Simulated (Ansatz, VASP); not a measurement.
**HC8F in VASP and in Ansatz**

File INCAR:

```
SYSTEM = HC8F
  PREC = Accurate
  ENCUT = 520
  EDIFF = 1E-6
  ISMEAR = 0
  SIGMA = 0.1
  LREAL = .FALSE.
  LASPH = .TRUE.
  NELM = 100
  ALGO = Normal
  ISIF = 2
  LWAVE = .FALSE.
  LCHARG = .TRUE.
  LDIPOL = .TRUE.
  IDIPOL = 3
  DIPOL = 0.5 0.5 0.242
  GGA = PE
  IVDW = 12
  LELF = .TRUE.
  LVHAR = .TRUE.
  LVACPOTAV = .TRUE.
  NBANDS = 31
```

Contents of KPOINTS:

```
regular mesh
0
G
  6 6 1
  0 0 0
```

Contents of POSCAR:

```
HC8F
1.0
    4.9313048826     -0.0000000001      0.0000000000
   -2.4656524413      4.2706353022      0.0000000000
    0.0000000000      0.0000000000     18.0000331944
C F H
8 1 1
Direct
    0.3333333333      0.1666666667      0.2222236565
    0.3333333333      0.6666666667      0.2222236565
    0.8333333333      0.1666666667      0.2222236565
    0.8333333333      0.6666666667      0.2222236565
    0.1666666667      0.3333333333      0.2222218124
    0.1666666667      0.8333333333      0.2222218124
    0.6666666667      0.3333333333      0.2222218124
    0.6666666667      0.8333333333      0.2222218124
    0.2788917846      0.2211082154      0.3200012540
    0.3877748821      0.1122251179      0.3200012540
```

Input for Ansatz:

```yaml
crystal:
  lattice:
    - [4.9313048826, -1.0e-10, 0.0]
    - [-2.4656524413, 4.2706353022, 0.0]
    - [0.0, 0.0, 18.0000331944]
  atoms:
    - { symbol: C, position: [0.3333333333, 0.1666666667, 0.2222236565] }
    - { symbol: C, position: [0.3333333333, 0.6666666667, 0.2222236565] }
    - { symbol: C, position: [0.8333333333, 0.1666666667, 0.2222236565] }
    - { symbol: C, position: [0.8333333333, 0.6666666667, 0.2222236565] }
    - { symbol: C, position: [0.1666666667, 0.3333333333, 0.2222218124] }
    - { symbol: C, position: [0.1666666667, 0.8333333333, 0.2222218124] }
    - { symbol: C, position: [0.6666666667, 0.3333333333, 0.2222218124] }
    - { symbol: C, position: [0.6666666667, 0.8333333333, 0.2222218124] }
    - { symbol: F, position: [0.2788917846, 0.2211082154, 0.320001254] }
    - { symbol: H, position: [0.3877748821, 0.1122251179, 0.320001254] }
basis:
  ecutwfc: 420
kpoints:
  mp_grid: { grid: [6, 6, 1] }
hamiltonian:
  xc: pbe
  pseudopotentials: { kind: paw, azcp: { folder: soft_1 } }
  dispersion: d3bj
scf:
  occupations: { method: gaussian, width: 0.1 }
output:
  forces: true
  eigenvalues: true
  write_density: true
  write_potential: true
  elf: true
  volumetric_format: npy
efield:
  axis: 3
  dipole_correction: true
  ramp_width: 0.04
```

Alike in both runs: task single point; functional PBE; dispersion D3(BJ); k mesh 6 × 6 × 1; occupations gaussian, width 0.1 eV; no spin polarisation.

```csv
,VASP,Ansatz
version,VASP 6.6.1,Ansatz 0.2.0
potentials or method,"VASP PAW PBE potentials, release 64 (C, F, H), cutoff 520 eV","scalar-relativistic, plane waves, PAW"
valence electrons in the cell,40,40
```

|  | VASP | Ansatz | Ansatz less VASP |
| --- | --- | --- | --- |
| gap on the k mesh at the Fermi level (eV) | 0.44 | 0.44 | -0.001 |
| least direct gap on the mesh (eV) | 0.44 | 0.44 | -0.001 |
| rms of the force components (eV/Å) | 1.739 | 1.725 | -0.0143 |

Atom by atom the forces differ by 0.098 eV/Å (rms over components). Ansatz's warnings: xc potential rough in thin density.
